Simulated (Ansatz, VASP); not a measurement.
# KRh: VASP beside Ansatz

```
K Rh
1.0
     3.92662    0.00000    0.00000
     0.00000    3.92662    0.00000
     0.00000    0.00000    3.92662
K Rh
1 1
Direct
  0.00699 0.98916 0.99676
  0.49954 0.49291 0.51281
```

Change from the starting cell: atoms moved at random, drawn with an rms of 0.05 Å.

Alike in both runs: task single point; functional PBE; k mesh 7 × 7 × 7; occupations fermi-dirac, width 0.05 eV; no spin polarisation.

|  | VASP | Ansatz |
| --- | --- | --- |
| version | VASP 6.6.1 | Ansatz 0.2.0 |
| potentials or method | VASP PAW PBE potentials, release 64 (K_sv, Rh_pv), cutoff 520 eV | all-electron LAPW, scalar-relativistic |

|  | VASP | Ansatz | Ansatz less VASP |
| --- | --- | --- | --- |
| gap on the k mesh at the Fermi level (eV) | none | none | - |
| pressure (GPa) | -3.3 | -3.4 | -0.03 |
| rms of the force components (eV/Å) | 0.050 | 0.050 | -0.0008 |

Atom by atom the forces differ by 0.001 eV/Å (rms over components). A gap of «none» marks a metal or a gap that the smearing closes. Ansatz ran all-electron here, and VASP with PAW potentials.
